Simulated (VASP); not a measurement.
# KF (I4/mmm) in VASP: notebook

The runs below take KF through single point, with PBE.

All numbers are computed with VASP 6.6.1; they aren't measurements. Logs are shortened: lines on timing, memory, paths and dates and some standing lists are left out, and cuts for length are marked.

## (1) The cell of the first run

It takes space group I4/mmm (No. 139, tetragonal). The conventional cell has a = 3.875 Å, b = 3.875 Å, c = 5.347 Å, α = 90.00°, β = 90.00°, γ = 90.00°. K (site symmetry 4/mmm) has 6 F at 2.67 to 2.74 Å within 3.5 Å. F (site symmetry 4/mmm) has 6 K at 2.67 to 2.74 Å within 3.5 Å.

## (2) Single point, PBE (strain +0.025 along x and y, +0.000 along z)

File INCAR:

```
PREC = Accurate ; ENCUT = 520
EDIFF = 1E-6 ; ISMEAR = 0
SIGMA = 0.05 ; LREAL = F
LASPH = T ; NELM = 60
ALGO = Normal ; ISIF = 2
LWAVE = F ; LCHARG = F
GGA = PE ; NBANDS = 15
```

File KPOINTS:

```
regular mesh
0
Gamma
  8 8 8
```

File POSCAR:

```
KF
1.0
    0.0000000000      2.7403375000      2.6735000000
    2.7403375000      0.0000000000      2.6735000000
    2.7403375000      2.7403375000      0.0000000000
K F
1 1
Direct
    0.0000000000      0.0000000000      0.0000000000
    0.5000000000      0.5000000000      0.5000000000
```

Potentials or basis: VASP PAW PBE potentials, release 64 (K_sv, F).

Run with:

```console
> cat potpaw_PBE.64/K_sv/POTCAR potpaw_PBE.64/F/POTCAR > POTCAR
> mpirun -np 1 vasp_std > vasp.out
```

OUTCAR:

```text
PREC = Accurate
   ENCUT = 520
   EDIFF = 1E-6
   ISMEAR = 0
   LREAL = F
   LASPH = T
   NELM = 60
   ISIF = 2
   GGA = PE

 ion  position               nearest neighbor table
   1  0.000  0.000  0.000-   2 2.67   2 2.67   2 2.74   2 2.74   2 2.74   2 2.74
   2  0.500  0.500  0.500-   1 2.67   1 2.67   1 2.74   1 2.74   1 2.74   1 2.74

  LATTYP: Found a body centered tetragonal cell.
 ALAT       =     3.8754224580
 C/A-ratio  =     1.3797205487

  Lattice vectors:

 A1 = (   0.0000000000,  -2.7403375000,  -2.6735000000)
 A2 = (   0.0000000000,   2.7403375000,  -2.6735000000)
 A3 = (   2.7403375000,   0.0000000000,   2.6735000000)

Analysis of symmetry for initial positions (statically):
=====================================================================
 Subroutine PRICEL returns:
 Original cell was already a primitive cell.

 Routine SETGRP: Setting up the symmetry group for a
 body centered tetragonal supercell.

 Subroutine GETGRP returns: Found 16 space group operations
 (whereof 16 operations were pure point group operations)
 out of a pool of 16 trial point group operations.

The static configuration has the point symmetry D_4h.

Analysis of symmetry for dynamics (positions and initial velocities):
=====================================================================
 Subroutine PRICEL returns:
 Original cell was already a primitive cell.

 Routine SETGRP: Setting up the symmetry group for a
 body centered tetragonal supercell.

 Subroutine GETGRP returns: Found 16 space group operations
 (whereof 16 operations were pure point group operations)
 out of a pool of 16 trial point group operations.

The dynamic configuration has the point symmetry D_4h.

 Subroutine INISYM returns: Found 16 space group operations
 (whereof 16 operations are pure point group operations),
 and found     1 'primitive' translations

----------------------------------------------------------------------------------------

                                     Primitive cell

  volume of cell :      40.1530

  direct lattice vectors                    reciprocal lattice vectors
     0.000000000  2.740337500  2.673500000    -0.182459277  0.182459277  0.187020759
     2.740337500  0.000000000  2.673500000     0.182459277 -0.182459277  0.187020759
     2.740337500  2.740337500  0.000000000     0.182459277  0.182459277 -0.187020759

  length of vectors
     3.828452933  3.828452933  3.875422458     0.318684076  0.318684076  0.318684076

  position of ions in fractional coordinates (direct lattice)
     0.000000000  0.000000000  0.000000000
     0.500000000  0.500000000  0.500000000

  ion indices of the primitive-cell ions
   primitive index   ion index
                 1           1
                 2           2

----------------------------------------------------------------------------------------

 KPOINTS: regular mesh

Automatic generation of k-mesh.
 Grid dimensions read from file:
 generate k-points for:    8    8    8

 Generating k-lattice:

  Cartesian coordinates                     Fractional coordinates (reciprocal lattice)
    -0.022807410  0.022807410  0.023377595     0.125000000  0.000000000  0.000000000
     0.022807410 -0.022807410  0.023377595     0.000000000  0.125000000  0.000000000
     0.022807410  0.022807410 -0.023377595     0.000000000  0.000000000  0.125000000

  Length of vectors
     0.039835509  0.039835509  0.039835509

  Shift w.r.t. Gamma in fractional coordinates (k-lattice)
     0.000000000  0.000000000  0.000000000

 Subroutine IBZKPT returns following result:
 ===========================================

 Found     59 irreducible k-points:

 Following reciprocal coordinates:
            Coordinates               Weight
  0.000000  0.000000  0.000000      1.000000
  0.125000 -0.000000  0.000000      8.000000
  0.250000 -0.000000  0.000000      8.000000
  0.375000  0.000000  0.000000      8.000000
  0.500000 -0.000000  0.000000      4.000000
  0.125000  0.125000  0.000000      2.000000
[... 16 lines left out ...]
  0.250000 -0.000000  0.125000     16.000000
  0.375000  0.000000  0.125000     16.000000
 [... further k-points ...]
   k-points           NKPTS =     59   k-points in BZ     NKDIM =     59   number of bands    NBANDS=     15
   number of dos      NEDOS =    301   number of ions     NIONS =      2
   total plane-waves  NPLWV =  23520
   dimension x,y,z NGX =    28 NGY =   28 NGZ =   30
   dimension x,y,z NGXF=    56 NGYF=   56 NGZF=   60
   ions per type =               1   1
   NGX,Y,Z   is equivalent  to a cutoff of  12.16, 12.16, 12.87 a.u.
   NGXF,Y,Z  is equivalent  to a cutoff of  24.32, 24.32, 25.74 a.u.
 SYSTEM =  unknown system
   PREC   = accura    normal or accurate (medium, high low for compatibility)
   ISTART =      0    job   : 0-new  1-cont  2-samecut
   ICHARG =      2    charge: 1-file 2-atom 10-const
   ISPIN  =      1    spin polarized calculation?
   LNONCOLLINEAR =      F non collinear calculations
   LSORBIT =      F    spin-orbit coupling
   LASPH  =      T    aspherical Exc in radial PAW
   ENCUT  =  520.0 eV  38.22 Ry    6.18 a.u.   7.12  7.12  7.21*2*pi/ulx,y,z
   NELM   =     60;   NELMIN=  2; NELMDL= -5     # of ELM steps
   EDIFF  = 0.1E-05   stopping-criterion for ELM
   LREAL  =      F    real-space projection
   EDIFFG = 0.1E-04   stopping-criterion for IOM
   NSW    =      0    number of steps for IOM
   IBRION =     -1    ionic relax: 0-MD 1-quasi-New 2-CG
   NFREE  =      0    steps in history (QN), initial steepest desc. (CG)
   ISIF   =      2    stress and relaxation
   ISYM   =      2    0-nonsym 1-usesym 2-fastsym
   POTIM  = 0.5000    time-step for ionic-motion
   TEBEG  =    0.0;   TEEND  =   0.0 temperature during run
   PSTRESS=    0.0 pullay stress
   NELECT =      16.0000    total number of electrons
   NUPDOWN=      -1.0000    fix difference up-down
   EMIN   =  10.00;   EMAX   =-10.00  energy-range for DOS
   EFERMI =   0.00;   METHOD = LEGACY
   ISMEAR =     0;   SIGMA  =   0.05  broadening in eV -4-tet -1-fermi 0-gaus
   EFERMI_NEDOS =   21; number of points for ismear=-14 and -15
   IALGO  =     38    algorithm
   IMIX   =      4    mixing-type and parameters
     AMIX     =   0.40;   BMIX     =  1.00
     AMIX_MAG =   1.60;   BMIX_MAG =  1.00
  volume/ion in A,a.u.               =      20.08       135.48
  Fermi-wavevector in a.u.,A,eV,Ry     =   1.204690  2.276534 19.745844  1.451279
  Thomas-Fermi vector in A             =   2.340408
   LORBIT       =      0    0 simple, 1 ext, 2 COOP (PROOUT), +10 PAW based schemes
   GGA     = PE    functional components
   LHFCALC =     F    Hartree Fock is set to
   AEXX    =    0.0000 exact exchange contribution
   IVDW    =     0    specifies the selected vdW correction
   LEPSILON=     F    determine dielectric tensor
   LRPA    =     F    only Hartree local field effects (RPA)
 non-spin polarized calculation
 Gauss-broadening in eV      SIGMA  =   0.05
  energy-cutoff  :      520.00
  volume of cell :       40.15
 maximum number of plane-waves:      1095
   NGX = 15   NGY = 15   NGZ = 15

 number of electron      15.9999996 magnetization

 Free energy of the ion-electron system (eV)
  ---------------------------------------------------
  ext. energy  EPLUGINS =         0.00000000
  ---------------------------------------------------
  free energy    TOTEN  =        -8.29712344 eV

  energy without entropy =       -8.29712344  energy(sigma->0) =       -8.29712344

 E-fermi :  -2.7111     XC(G=0):  -8.1735

 val. band max:       -2.9144516794   @ k =   0.0000   0.0000   0.0000
 cond. band min:       2.9673227240   @ k =   0.0000   0.0000   0.0000
 fundamental gap:      5.8817744034
 Fermi energy:        -2.7111235475

 k-point     1 :       0.0000    0.0000    0.0000
  band No.  band energies     occupation
      1     -29.2170      2.00000
      2     -21.5649      2.00000
      3     -12.5048      2.00000
      4     -12.5048      2.00000
      5     -12.4962      2.00000
      6      -2.9450      2.00000
      7      -2.9450      2.00000
      8      -2.9145      2.00000
      9       2.9673      0.00000
     10       7.5581      0.00000
     11       7.5581      0.00000
     12       7.6900      0.00000
     13       9.0877      0.00000
     14       9.3272      0.00000
     15      13.6688      0.00000

 k-point     2 :       0.1250   -0.0000    0.0000
  band No.  band energies     occupation
      1     -29.2062      2.00000
      2     -21.5744      2.00000
      3     -12.5393      2.00000
      4     -12.5115      2.00000
      5     -12.5014      2.00000
      6      -3.0662      2.00000
      7      -2.9897      2.00000
      8      -2.9723      2.00000
      9       3.3812      0.00000
     10       7.3523      0.00000
     11       7.7583      0.00000
     12       7.8459      0.00000
     13       9.2184      0.00000
     14       9.4555      0.00000
     15      14.3795      0.00000

 k-point     3 :       0.2500   -0.0000    0.0000
  band No.  band energies     occupation
      1     -29.1800      2.00000
      2     -21.5973      2.00000
      3     -12.6262      2.00000
      4     -12.5273      2.00000
      5     -12.5091      2.00000
      6      -3.3419      2.00000
      7      -3.0954      2.00000
      8      -3.0886      2.00000
      9       4.4246      0.00000
     10       6.9963      0.00000
     11       8.2424      0.00000
     12       8.3318      0.00000
     13       9.6445      0.00000
     14       9.8533      0.00000
     15      15.2115      0.00000
[... 343 lines left out ...]
 k-point    23 :       0.2500   -0.0000    0.1250
  band No.  band energies     occupation
      1     -29.1829      2.00000
      2     -21.5883      2.00000
      3     -12.6078      2.00000
      4     -12.5483      2.00000
      5     -12.5365      2.00000
      6      -3.3279      2.00000
      7      -3.0351      2.00000
      8      -2.9995      2.00000
      9       4.2881      0.00000
     10       6.6971      0.00000
     11       8.3623      0.00000
     12       8.4845      0.00000
     13       9.4566      0.00000
     14       9.7338      0.00000
     15      15.5664      0.00000

 k-point    24 :       0.3750    0.0000    0.1250
  band No.  band energies     occupation
      1     -29.1568      2.00000
      2     -21.6078      2.00000
      3     -12.7023      2.00000
      4     -12.5677      2.00000
      5     -12.5526      2.00000
      6      -3.4820      2.00000
      7      -3.1662      2.00000
      8      -3.1120      2.00000
      9       5.4016      0.00000
     10       6.6421      0.00000
     11       8.6357      0.00000
     12       8.9277      0.00000
     13      10.0914      0.00000
     14      10.3996      0.00000
     15      13.9370      0.00000

 [... further k-points ...]
[... 5 lines left out ...]
  --------------------------------------------------------------------------------------
  -------------------------------------------------------------------------------------
  Total       -0.1419678     -0.1419678      0.1462926      0.0000000      0.0000000      0.0000000
  in kB       -5.6647671     -5.6647671      5.8373361      0.0000000      0.0000000      0.0000000
  external PRESSURE =      -1.8307327 kB  Pullay stress =       0.0000000 kB

 VOLUME and BASIS-vectors are now :
 -----------------------------------------------------------------------------
  energy-cutoff  :      520.00
  volume of cell :       40.15
      direct lattice vectors                 reciprocal lattice vectors
     0.000000000  2.740337500  2.673500000    -0.182459277  0.182459277  0.187020759
     2.740337500  0.000000000  2.673500000     0.182459277 -0.182459277  0.187020759
     2.740337500  2.740337500  0.000000000     0.182459277  0.182459277 -0.187020759

 POSITION                                       TOTAL-FORCE (eV/Angst)
 -----------------------------------------------------------------------------------
      0.00000      0.00000      0.00000        -0.000000     -0.000000      0.000000
      2.74034      2.74034      2.67350         0.000000      0.000000      0.000000
 -----------------------------------------------------------------------------------
    total drift:                                0.000000      0.000000      0.000000

  FREE ENERGIE OF THE ION-ELECTRON SYSTEM (eV)
  ---------------------------------------------------
  free  energy   TOTEN  =        -8.2971234419 eV

  energy  without entropy=       -8.2971234419  energy(sigma->0) =       -8.29712344
```

It took 27 s on 1 thread of Intel Xeon Platinum 8259CL at 2.50GHz (Skylake/Cascade Lake), shared host; peak memory 0.18 GiB.

Results:

```yaml
Free_energy: -8.2971 eV
Pressure: -0.2 GPa
Band_gap_on_the_k_mesh: 5.88 eV, direct
```

Levels at points of the mesh, in eV from the valence-band top:
| k point | band 6 | band 7 | band 8 | band 9 | band 10 | band 11 |
| --- | --- | --- | --- | --- | --- | --- |
| (0.00, 0.00, 0.00) | -0.03 | -0.03 | 0.00 | 5.88 | 10.47 | 10.47 |
| (0.50, 0.00, 0.00) | -0.76 | -0.33 | -0.33 | 8.83 | 10.21 | 11.73 |
| (0.50, 0.50, 0.00) | -0.22 | -0.10 | -0.10 | 8.07 | 10.02 | 11.54 |
| (0.50, 0.00, 0.50) | -0.27 | -0.10 | -0.06 | 8.16 | 9.99 | 11.31 |

Caveat: the cell differs from its parent crystal (strain +0.025 along x and y, +0.000 along z). A k mesh can miss the band edges.

(Continued in part 2 of 2.)
